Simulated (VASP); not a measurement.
# AlN (P6_3mc) in VASP: notebook

Runs on AlN. Level: LDA. Tasks: single point.

Program: VASP 6.6.1. These are calculated values, not measurements. Logs are shortened: lines on timing, memory, paths and dates and some standing lists are left out, and cuts for length are marked.

**1. The cell of the first run**

Symmetry: P6_3mc, No. 186, hexagonal system. The conventional cell has a = 3.080 Å, b = 3.080 Å, c = 4.926 Å, α = 90.00°, β = 90.00°, γ = 120.00°. Within 2.5 Å of Al (site symmetry 3m) lie 4 N at 1.87 to 1.88 Å. Within 2.5 Å of N (site symmetry 3m) lie 4 Al at 1.87 to 1.88 Å.

**2. Single point, LDA**

The input, INCAR:

```
SYSTEM = AlN
PREC     = Accurate       ! precision mode
ENCUT    = 520            ! plane-wave cutoff, eV
EDIFF    = 1E-6           ! SCF threshold, eV
ISMEAR   = 0              ! smearing method
SIGMA    = 0.01           ! smearing width, eV
LREAL    = .FALSE.        ! projectors in reciprocal space
LASPH    = .TRUE.         ! aspherical terms in the spheres
NELM     = 60             ! most SCF steps
ALGO     = Normal         ! electronic algorithm
ISIF     = 2              ! what is computed and relaxed
LWAVE    = .FALSE.        ! write WAVECAR
LCHARG   = .FALSE.        ! write CHGCAR
GGA      = CA             ! functional
NBANDS   = 16             ! bands
```

The input, KPOINTS:

```
Automatic mesh
0
G
  8 8 4
  0 0 0
```

The input, POSCAR:

```
AlN
1.0
    3.0797842281      0.0000000000      0.0000000000
   -1.5398921140      2.6671713797      0.0000000000
    0.0000000000      0.0000000000      4.9256351472
Al N
2 2
Direct
    0.3333333333      0.6666666667     -0.0010810067
    0.6666666667      0.3333333333      0.4989189933
    0.3333333333      0.6666666667      0.3810810067
    0.6666666667      0.3333333333      0.8810810067
```

Potentials or basis: VASP PAW LDA potentials, release 64 (Al, N).

Command:

```
$ cat potpaw_LDA.64/Al/POTCAR potpaw_LDA.64/N/POTCAR > POTCAR
$ mpirun -np 1 vasp_std > vasp.out
```

OUTCAR:

```text
SYSTEM = AlN
   PREC = Accurate
   ENCUT = 520
   EDIFF = 1E-6
   ISMEAR = 0
   LREAL = .FALSE.
   LASPH = .TRUE.
   NELM = 60
   ISIF = 2
   GGA = CA

 ion  position               nearest neighbor table
   1  0.333  0.667  0.999-   4 1.87   4 1.87   4 1.87   3 1.88   2 3.04   2 3.04   2 3.04   2 3.04
                             2 3.04   2 3.04
   2  0.667  0.333  0.499-   3 1.87   3 1.87   3 1.87   4 1.88   1 3.04   1 3.04   1 3.04   1 3.04
                             1 3.04   1 3.04
   3  0.333  0.667  0.381-   2 1.87   2 1.87   2 1.87   1 1.88
   4  0.667  0.333  0.881-   1 1.87   1 1.87   1 1.87   2 1.88

  LATTYP: Found a hexagonal cell.
 ALAT       =     3.0797842281
 C/A-ratio  =     1.5993442340

  Lattice vectors:

 A1 = (   3.0797842281,   0.0000000000,   0.0000000000)
 A2 = (  -1.5398921140,   2.6671713797,   0.0000000000)
 A3 = (   0.0000000000,   0.0000000000,   4.9256351472)

Analysis of symmetry for initial positions (statically):
=====================================================================
 Subroutine PRICEL returns:
 Original cell was already a primitive cell.

 Routine SETGRP: Setting up the symmetry group for a
 hexagonal supercell.

 Subroutine GETGRP returns: Found 12 space group operations
 (whereof  6 operations were pure point group operations)
 out of a pool of 24 trial point group operations.

The static configuration has the point symmetry C_3v.
 The point group associated with its full space group is C_6v.

Analysis of symmetry for dynamics (positions and initial velocities):
=====================================================================
 Subroutine PRICEL returns:
 Original cell was already a primitive cell.

 Routine SETGRP: Setting up the symmetry group for a
 hexagonal supercell.

 Subroutine GETGRP returns: Found 12 space group operations
 (whereof  6 operations were pure point group operations)
 out of a pool of 24 trial point group operations.

The dynamic configuration has the point symmetry C_3v.
 The point group associated with its full space group is C_6v.

 Subroutine INISYM returns: Found 12 space group operations
 (whereof  6 operations are pure point group operations),
 and found     1 'primitive' translations

----------------------------------------------------------------------------------------

                                     Primitive cell

  volume of cell :      40.4607

  direct lattice vectors                    reciprocal lattice vectors
     3.079784228  0.000000000  0.000000000     0.324698072  0.187464519  0.000000000
    -1.539892114  2.667171380  0.000000000     0.000000000  0.374929038  0.000000000
     0.000000000  0.000000000  4.925635147     0.000000000  0.000000000  0.203019503

  length of vectors
     3.079784228  3.079784228  4.925635147     0.374929038  0.374929038  0.203019503

  position of ions in fractional coordinates (direct lattice)
     0.333333333  0.666666667  0.998918993
     0.666666667  0.333333333  0.498918993
     0.333333333  0.666666667  0.381081007
     0.666666667  0.333333333  0.881081007

  ion indices of the primitive-cell ions
   primitive index   ion index
                 1           1
                 2           2
                 3           3
                 4           4

----------------------------------------------------------------------------------------

 KPOINTS: Automatic mesh

Automatic generation of k-mesh.
 Grid dimensions read from file:
 generate k-points for:    8    8    4

 Generating k-lattice:

  Cartesian coordinates                     Fractional coordinates (reciprocal lattice)
     0.040587259  0.023433065  0.000000000     0.125000000  0.000000000  0.000000000
     0.000000000  0.046866130  0.000000000     0.000000000  0.125000000  0.000000000
     0.000000000  0.000000000  0.050754876     0.000000000  0.000000000  0.250000000

  Length of vectors
     0.046866130  0.046866130  0.050754876

  Shift w.r.t. Gamma in fractional coordinates (k-lattice)
     0.000000000  0.000000000  0.000000000

 Subroutine IBZKPT returns following result:
 ===========================================

 Found     30 irreducible k-points:

 Following reciprocal coordinates:
            Coordinates               Weight
  0.000000  0.000000  0.000000      1.000000
  0.125000  0.000000  0.000000      6.000000
  0.250000  0.000000  0.000000      6.000000
  0.375000  0.000000  0.000000      6.000000
  0.500000  0.000000  0.000000      3.000000
  0.125000  0.125000  0.000000      6.000000
[... 16 lines left out ...]
  0.250000  0.000000  0.500000      6.000000
  0.375000  0.000000  0.500000      6.000000
 [... further k-points ...]
   k-points           NKPTS =     30   k-points in BZ     NKDIM =     30   number of bands    NBANDS=     16
   number of dos      NEDOS =    301   number of ions     NIONS =      4
   total plane-waves  NPLWV =  23040
   dimension x,y,z NGX =    24 NGY =   24 NGZ =   40
   dimension x,y,z NGXF=    48 NGYF=   48 NGZF=   80
   ions per type =               2   2
   NGX,Y,Z   is equivalent  to a cutoff of  12.96, 12.96, 13.50 a.u.
   NGXF,Y,Z  is equivalent  to a cutoff of  25.91, 25.91, 27.00 a.u.
 SYSTEM =  AlN
   PREC   = accura    normal or accurate (medium, high low for compatibility)
   ISTART =      0    job   : 0-new  1-cont  2-samecut
   ICHARG =      2    charge: 1-file 2-atom 10-const
   ISPIN  =      1    spin polarized calculation?
   LNONCOLLINEAR =      F non collinear calculations
   LSORBIT =      F    spin-orbit coupling
   LASPH  =      T    aspherical Exc in radial PAW
   ENCUT  =  520.0 eV  38.22 Ry    6.18 a.u.   5.73  5.73  9.16*2*pi/ulx,y,z
   NELM   =     60;   NELMIN=  2; NELMDL= -5     # of ELM steps
   EDIFF  = 0.1E-05   stopping-criterion for ELM
   LREAL  =      F    real-space projection
   EDIFFG = 0.1E-04   stopping-criterion for IOM
   NSW    =      0    number of steps for IOM
   IBRION =     -1    ionic relax: 0-MD 1-quasi-New 2-CG
   NFREE  =      0    steps in history (QN), initial steepest desc. (CG)
   ISIF   =      2    stress and relaxation
   ISYM   =      2    0-nonsym 1-usesym 2-fastsym
   POTIM  = 0.5000    time-step for ionic-motion
   TEBEG  =    0.0;   TEEND  =   0.0 temperature during run
   PSTRESS=    0.0 pullay stress
   NELECT =      16.0000    total number of electrons
   NUPDOWN=      -1.0000    fix difference up-down
   EMIN   =  10.00;   EMAX   =-10.00  energy-range for DOS
   EFERMI =   0.00;   METHOD = LEGACY
   ISMEAR =     0;   SIGMA  =   0.01  broadening in eV -4-tet -1-fermi 0-gaus
   EFERMI_NEDOS =   21; number of points for ismear=-14 and -15
   IALGO  =     38    algorithm
   IMIX   =      4    mixing-type and parameters
     AMIX     =   0.40;   BMIX     =  1.00
     AMIX_MAG =   1.60;   BMIX_MAG =  1.00
  volume/ion in A,a.u.               =      10.12        68.26
  Fermi-wavevector in a.u.,A,eV,Ry     =   1.201629  2.270749 19.645613  1.443912
  Thomas-Fermi vector in A             =   2.337432
   LORBIT       =      0    0 simple, 1 ext, 2 COOP (PROOUT), +10 PAW based schemes
   GGA     = CA    functional components
   LHFCALC =     F    Hartree Fock is set to
   AEXX    =    0.0000 exact exchange contribution
   IVDW    =     0    specifies the selected vdW correction
   LEPSILON=     F    determine dielectric tensor
   LRPA    =     F    only Hartree local field effects (RPA)
 non-spin polarized calculation
 Gauss-broadening in eV      SIGMA  =   0.01
  energy-cutoff  :      520.00
  volume of cell :       40.46
 maximum number of plane-waves:      1104
 NGX is ok and might be reduce to    24
   NGX = 11   NGY = 11   NGZ = 19

 number of electron      15.9999996 magnetization

 Free energy of the ion-electron system (eV)
  ---------------------------------------------------
  ext. energy  EPLUGINS =         0.00000000
  ---------------------------------------------------
  free energy    TOTEN  =       -32.83686836 eV

  energy without entropy =      -32.83686836  energy(sigma->0) =      -32.83686836

 E-fermi :   6.2538     XC(G=0): -11.3845

 val. band max:        6.2128949411   @ k =   0.0000   0.0000   0.0000
 cond. band min:      10.7161064353   @ k =   0.0000   0.0000   0.0000
 fundamental gap:      4.5032114943
 Fermi energy:         6.2538048881

 k-point     1 :       0.0000    0.0000    0.0000
  band No.  band energies     occupation
      1      -9.0239      2.00000
      2      -6.6967      2.00000
      3       0.0126      2.00000
      4       5.3093      2.00000
      5       5.3093      2.00000
      6       5.9749      2.00000
[... 8 lines left out ...]
     15      19.4164      0.00000
     16      19.4228      0.00000

 k-point     2 :       0.1250    0.0000    0.0000
  band No.  band energies     occupation
      1      -8.8147      2.00000
      2      -6.5780      2.00000
      3       0.2553      2.00000
      4       4.4182      2.00000
      5       5.0564      2.00000
      6       5.1619      2.00000
[... 8 lines left out ...]
     15      19.1044      0.00000
     16      19.3352      0.00000

 k-point     3 :       0.2500    0.0000    0.0000
  band No.  band energies     occupation
      1      -8.2279      2.00000
      2      -6.2965      2.00000
      3       0.9535      2.00000
      4       2.6475      2.00000
      5       3.7089      2.00000
      6       4.5761      2.00000
[... 8 lines left out ...]
     15      18.4458      0.00000
     16      19.5342      0.00000

 k-point     4 :       0.3750    0.0000    0.0000
  band No.  band energies     occupation
      1      -7.4237      2.00000
      2      -6.0943      2.00000
      3       1.1552      2.00000
      4       1.9796      2.00000
      5       2.4556      2.00000
      6       4.1865      2.00000
[... 8 lines left out ...]
     15      18.5632      0.00000
     16      21.1654      0.00000

 k-point     5 :       0.5000    0.0000    0.0000
  band No.  band energies     occupation
      1      -6.9021      2.00000
      2      -6.1491      2.00000
      3       0.5869      2.00000
      4       1.9310      2.00000
      5       2.7510      2.00000
      6       4.0418      2.00000
[... 8 lines left out ...]
     15      19.0903      0.00000
     16      21.4756      0.00000

 k-point     6 :       0.1250    0.1250    0.0000
  band No.  band energies     occupation
      1      -8.4157      2.00000
      2      -6.3762      2.00000
      3       0.7266      2.00000
      4       3.4599      2.00000
      5       3.6633      2.00000
      6       4.9269      2.00000
[... 8 lines left out ...]
     15      18.9078      0.00000
     16      19.4776      0.00000
[... 267 lines left out ...]
 k-point    21 :       0.0000    0.0000    0.5000
  band No.  band energies     occupation
      1      -8.0775      2.00000
      2      -8.0775      2.00000
      3       2.8245      2.00000
      4       2.8245      2.00000
      5       5.6322      2.00000
      6       5.6322      2.00000
[... 8 lines left out ...]
     15      17.6901      0.00000
     16      17.6901      0.00000

 k-point    22 :       0.1250    0.0000    0.5000
  band No.  band energies     occupation
      1      -7.8946      2.00000
      2      -7.8946      2.00000
      3       2.7530      2.00000
      4       2.7530      2.00000
      5       5.0948      2.00000
      6       5.0948      2.00000
[... 8 lines left out ...]
     15      18.1538      0.00000
     16      18.1538      0.00000

 k-point    23 :       0.2500    0.0000    0.5000
  band No.  band energies     occupation
      1      -7.3997      2.00000
      2      -7.3997      2.00000
      3       2.1075      2.00000
      4       2.1075      2.00000
      5       4.5475      2.00000
      6       4.5475      2.00000
[... 8 lines left out ...]
     15      19.0797      0.00000
     16      19.0797      0.00000

 k-point    24 :       0.3750    0.0000    0.5000
  band No.  band energies     occupation
      1      -6.7949      2.00000
      2      -6.7949      2.00000
      3       0.9671      2.00000
      4       0.9671      2.00000
      5       4.6681      2.00000
      6       4.6681      2.00000
[... 8 lines left out ...]
     15      19.5095      0.00000
     16      19.5095      0.00000

 [... further k-points ...]
[... 5 lines left out ...]
  --------------------------------------------------------------------------------------
  -------------------------------------------------------------------------------------
  Total        0.6708809      0.6708809      0.6660460      0.0000000      0.0000000      0.0000000
  in kB       26.5657779     26.5657779     26.3743268      0.0000000      0.0000000      0.0000000
  external PRESSURE =      26.5019609 kB  Pullay stress =       0.0000000 kB

 VOLUME and BASIS-vectors are now :
 -----------------------------------------------------------------------------
  energy-cutoff  :      520.00
  volume of cell :       40.46
      direct lattice vectors                 reciprocal lattice vectors
     3.079784228  0.000000000  0.000000000     0.324698072  0.187464519  0.000000000
    -1.539892114  2.667171380  0.000000000     0.000000000  0.374929038  0.000000000
     0.000000000  0.000000000  4.925635147     0.000000000  0.000000000  0.203019503

 POSITION                                       TOTAL-FORCE (eV/Angst)
 -----------------------------------------------------------------------------------
     -0.00000      1.77811      4.92031        -0.000000      0.000000     -0.001625
      1.53989      0.88906      2.45749        -0.000000     -0.000000     -0.001625
     -0.00000      1.77811      1.87707        -0.000000      0.000000      0.001625
      1.53989      0.88906      4.33988         0.000000     -0.000000      0.001625
 -----------------------------------------------------------------------------------
    total drift:                               -0.000000      0.000000     -0.000958

  FREE ENERGIE OF THE ION-ELECTRON SYSTEM (eV)
  ---------------------------------------------------
  free  energy   TOTEN  =       -32.8368683617 eV

  energy  without entropy=      -32.8368683617  energy(sigma->0) =      -32.83686836
```

Wall time 14 s (1 thread of Intel Xeon Platinum 8259CL at 2.50GHz (Skylake/Cascade Lake), shared host); peak memory 0.14 GiB.

Results:

| Item | Value |
| --- | --- |
| Free energy | -32.8369 eV |
| Pressure | 2.7 GPa |
| Band gap on the k mesh | 4.50 eV, direct |

(Part 1 of 2 ends here.)
